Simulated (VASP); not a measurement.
# GaP (lda) (F-43m) in VASP: further runs, part 2 of 2

VASP 6.6.1.

## 3. Single point, LDA

This run uses another cell than the first one, of 19.59 Å³/atom, 0.968 times its volume.

INCAR reads:

```
  PREC = Accurate
  ENCUT = 500
  EDIFF = 1E-6
  ISMEAR = 0
  SIGMA = 0.02
  LREAL = False
  LASPH = True
  NELM = 120
  ALGO = Normal
  ISIF = 2
  LWAVE = False
  LCHARG = True
  GGA = CA
  LELF = True
  LVHAR = True
  NBANDS = 16
  GGA_COMPAT = False
```

KPOINTS reads:

```
regular mesh
0
Gamma
  8 8 8
```

POSCAR reads:

```
GaP
1.0
    0.0000000000      2.6956512308      2.6956512308
    2.6956512308      0.0000000000      2.6956512308
    2.6956512308      2.6956512308      0.0000000000
Ga P
1 1
Direct
    0.0000000000      0.0000000000      0.0000000000
    0.2500000000      0.2500000000      0.2500000000
```

Potentials or basis: VASP PAW LDA potentials, release 64 (Ga_d, P).

Launch:

```sh
cat potpaw_LDA.64/Ga_d/POTCAR potpaw_LDA.64/P/POTCAR > POTCAR
mpirun -np 1 vasp_std > vasp.out
```

OUTCAR:

```text
PREC = Accurate
   ENCUT = 500
   EDIFF = 1E-6
   ISMEAR = 0
   LREAL = False
   LASPH = True
   NELM = 120
   ISIF = 2
   GGA = CA

 ion  position               nearest neighbor table
   1  0.000  0.000  0.000-   2 2.33   2 2.33   2 2.33   2 2.33
   2  0.250  0.250  0.250-   1 2.33   1 2.33   1 2.33   1 2.33

  LATTYP: Found a face centered cubic cell.
 ALAT       =     5.3913024616

  Lattice vectors:

 A1 = (   0.0000000000,   2.6956512308,   2.6956512308)
 A2 = (   2.6956512308,   0.0000000000,   2.6956512308)
 A3 = (   2.6956512308,   2.6956512308,   0.0000000000)

Analysis of symmetry for initial positions (statically):
=====================================================================
 Subroutine PRICEL returns:
 Original cell was already a primitive cell.

 Routine SETGRP: Setting up the symmetry group for a
 face centered cubic supercell.

 Subroutine GETGRP returns: Found 24 space group operations
 (whereof 24 operations were pure point group operations)
 out of a pool of 48 trial point group operations.

The static configuration has the point symmetry T_d .

Analysis of symmetry for dynamics (positions and initial velocities):
=====================================================================
 Subroutine PRICEL returns:
 Original cell was already a primitive cell.

 Routine SETGRP: Setting up the symmetry group for a
 face centered cubic supercell.

 Subroutine GETGRP returns: Found 24 space group operations
 (whereof 24 operations were pure point group operations)
 out of a pool of 48 trial point group operations.

The dynamic configuration has the point symmetry T_d .

 Subroutine INISYM returns: Found 24 space group operations
 (whereof 24 operations are pure point group operations),
 and found     1 'primitive' translations

----------------------------------------------------------------------------------------

                                     Primitive cell

  volume of cell :      39.1761

  direct lattice vectors                    reciprocal lattice vectors
     0.000000000  2.695651231  2.695651231    -0.185483936  0.185483936  0.185483936
     2.695651231  0.000000000  2.695651231     0.185483936 -0.185483936  0.185483936
     2.695651231  2.695651231  0.000000000     0.185483936  0.185483936 -0.185483936

  length of vectors
     3.812226530  3.812226530  3.812226530     0.321267601  0.321267601  0.321267601

  position of ions in fractional coordinates (direct lattice)
     0.000000000  0.000000000  0.000000000
     0.250000000  0.250000000  0.250000000

  ion indices of the primitive-cell ions
   primitive index   ion index
                 1           1
                 2           2

----------------------------------------------------------------------------------------

 KPOINTS: regular mesh

Automatic generation of k-mesh.
 Grid dimensions read from file:
 generate k-points for:    8    8    8

 Generating k-lattice:

  Cartesian coordinates                     Fractional coordinates (reciprocal lattice)
    -0.023185492  0.023185492  0.023185492     0.125000000  0.000000000  0.000000000
     0.023185492 -0.023185492  0.023185492     0.000000000  0.125000000  0.000000000
     0.023185492  0.023185492 -0.023185492     0.000000000  0.000000000  0.125000000

  Length of vectors
     0.040158450  0.040158450  0.040158450

  Shift w.r.t. Gamma in fractional coordinates (k-lattice)
     0.000000000  0.000000000  0.000000000

 Subroutine IBZKPT returns following result:
 ===========================================

 Found     29 irreducible k-points:

 Following reciprocal coordinates:
            Coordinates               Weight
  0.000000  0.000000  0.000000      1.000000
  0.125000  0.000000  0.000000      8.000000
  0.250000  0.000000  0.000000      8.000000
  0.375000  0.000000  0.000000      8.000000
  0.500000  0.000000  0.000000      4.000000
  0.125000  0.125000  0.000000      6.000000
[... 16 lines left out ...]
  0.500000  0.250000  0.125000     48.000000
 -0.375000  0.250000  0.125000     24.000000
 [... further k-points ...]
   k-points           NKPTS =     29   k-points in BZ     NKDIM =     29   number of bands    NBANDS=     16
   number of dos      NEDOS =    301   number of ions     NIONS =      2
   total plane-waves  NPLWV =  21952
   dimension x,y,z NGX =    28 NGY =   28 NGZ =   28
   dimension x,y,z NGXF=    56 NGYF=   56 NGZF=   56
   ions per type =               1   1
   NGX,Y,Z   is equivalent  to a cutoff of  12.21, 12.21, 12.21 a.u.
   NGXF,Y,Z  is equivalent  to a cutoff of  24.42, 24.42, 24.42 a.u.
 SYSTEM =  unknown system
   PREC   = accura    normal or accurate (medium, high low for compatibility)
   ISTART =      0    job   : 0-new  1-cont  2-samecut
   ICHARG =      2    charge: 1-file 2-atom 10-const
   ISPIN  =      1    spin polarized calculation?
   LNONCOLLINEAR =      F non collinear calculations
   LSORBIT =      F    spin-orbit coupling
   LASPH  =      T    aspherical Exc in radial PAW
   ENCUT  =  500.0 eV  36.75 Ry    6.06 a.u.   6.95  6.95  6.95*2*pi/ulx,y,z
   NELM   =    120;   NELMIN=  2; NELMDL= -5     # of ELM steps
   EDIFF  = 0.1E-05   stopping-criterion for ELM
   LREAL  =      F    real-space projection
   EDIFFG = 0.1E-04   stopping-criterion for IOM
   NSW    =      0    number of steps for IOM
   IBRION =     -1    ionic relax: 0-MD 1-quasi-New 2-CG
   NFREE  =      0    steps in history (QN), initial steepest desc. (CG)
   ISIF   =      2    stress and relaxation
   ISYM   =      2    0-nonsym 1-usesym 2-fastsym
   POTIM  = 0.5000    time-step for ionic-motion
   TEBEG  =    0.0;   TEEND  =   0.0 temperature during run
   PSTRESS=    0.0 pullay stress
   NELECT =      18.0000    total number of electrons
   NUPDOWN=      -1.0000    fix difference up-down
   EMIN   =  10.00;   EMAX   =-10.00  energy-range for DOS
   EFERMI =   0.00;   METHOD = LEGACY
   ISMEAR =     0;   SIGMA  =   0.02  broadening in eV -4-tet -1-fermi 0-gaus
   EFERMI_NEDOS =   21; number of points for ismear=-14 and -15
   IALGO  =     38    algorithm
   IMIX   =      4    mixing-type and parameters
     AMIX     =   0.40;   BMIX     =  1.00
     AMIX_MAG =   1.60;   BMIX_MAG =  1.00
  volume/ion in A,a.u.               =      19.59       132.19
  Fermi-wavevector in a.u.,A,eV,Ry     =   1.263258  2.387211 21.712451  1.595820
  Thomas-Fermi vector in A             =   2.396624
   LORBIT       =      0    0 simple, 1 ext, 2 COOP (PROOUT), +10 PAW based schemes
   GGA     = CA    functional components
   LHFCALC =     F    Hartree Fock is set to
   AEXX    =    0.0000 exact exchange contribution
   IVDW    =     0    specifies the selected vdW correction
   LEPSILON=     F    determine dielectric tensor
   LRPA    =     F    only Hartree local field effects (RPA)
 non-spin polarized calculation
 Gauss-broadening in eV      SIGMA  =   0.02
  energy-cutoff  :      500.00
  volume of cell :       39.18
 maximum number of plane-waves:      1006
   NGX = 13   NGY = 13   NGZ = 13

 number of electron      17.9999998 magnetization

 Free energy of the ion-electron system (eV)
  ---------------------------------------------------
  ext. energy  EPLUGINS =         0.00000000
  ---------------------------------------------------
  free energy    TOTEN  =       -10.45066235 eV

  energy without entropy =      -10.45066235  energy(sigma->0) =      -10.45066235

 E-fermi :   4.9422     XC(G=0): -10.3108

 val. band max:        4.8485515909   @ k =   0.0000   0.0000   0.0000
 cond. band min:       6.2781652667   @ k =   0.5000   0.5000   0.0000
 fundamental gap:      1.4296136759
 Fermi energy:         4.9422260170

 k-point     1 :       0.0000    0.0000    0.0000
  band No.  band energies     occupation
      1      -9.9174      2.00000
      2      -9.9174      2.00000
      3      -9.9174      2.00000
      4      -9.8090      2.00000
      5      -9.8090      2.00000
      6      -7.9120      2.00000
[... 8 lines left out ...]
     15      14.6926      0.00000
     16      14.6926      0.00000

 k-point     2 :       0.1250    0.0000    0.0000
  band No.  band energies     occupation
      1      -9.9319      2.00000
      2      -9.9122      2.00000
      3      -9.9122      2.00000
      4      -9.8091      2.00000
      5      -9.8091      2.00000
      6      -7.7009      2.00000
[... 8 lines left out ...]
     15      14.0101      0.00000
     16      14.4240      0.00000
[... 387 lines left out ...]
      5      -9.7992      2.00000
      6      -5.7861      2.00000
[... 8 lines left out ...]
     15      16.4117      0.00000
     16      17.7205      0.00000

 k-point    24 :      -0.3750    0.2500    0.1250
  band No.  band energies     occupation
      1     -10.0094      2.00000
      2      -9.8841      2.00000
      3      -9.8703      2.00000
      4      -9.8151      2.00000
      5      -9.8010      2.00000
      6      -5.2876      2.00000
[... 8 lines left out ...]
     15      16.8444      0.00000
     16      17.4333      0.00000

 [... further k-points ...]
[... 5 lines left out ...]
  --------------------------------------------------------------------------------------
  -------------------------------------------------------------------------------------
  Total        0.0181675      0.0181675      0.0181675      0.0000000     -0.0000000      0.0000000
  in kB        0.7429923      0.7429923      0.7429923      0.0000000     -0.0000000      0.0000000
  external PRESSURE =       0.7429923 kB  Pullay stress =       0.0000000 kB

 VOLUME and BASIS-vectors are now :
 -----------------------------------------------------------------------------
  energy-cutoff  :      500.00
  volume of cell :       39.18
      direct lattice vectors                 reciprocal lattice vectors
     0.000000000  2.695651231  2.695651231    -0.185483936  0.185483936  0.185483936
     2.695651231  0.000000000  2.695651231     0.185483936 -0.185483936  0.185483936
     2.695651231  2.695651231  0.000000000     0.185483936  0.185483936 -0.185483936

 POSITION                                       TOTAL-FORCE (eV/Angst)
 -----------------------------------------------------------------------------------
      0.00000      0.00000      0.00000         0.000000     -0.000000     -0.000000
      1.34783      1.34783      1.34783        -0.000000      0.000000      0.000000
 -----------------------------------------------------------------------------------
    total drift:                                0.000000      0.000000      0.000000

  FREE ENERGIE OF THE ION-ELECTRON SYSTEM (eV)
  ---------------------------------------------------
  free  energy   TOTEN  =       -10.4506623470 eV

  energy  without entropy=      -10.4506623470  energy(sigma->0) =      -10.45066235
```

Wall time 26 s (1 thread of AMD EPYC 7R43 (Zen 3), shared host); peak memory 0.11 GiB.

What came out:

```yaml
Free_energy: -10.4507 eV
Pressure: 0.1 GPa
Band_gap_on_the_k_mesh: 1.43 eV, indirect (least direct gap 1.91 eV)
```

A k mesh can miss the band edges. As with any semilocal functional, this LDA gap is likely too small.
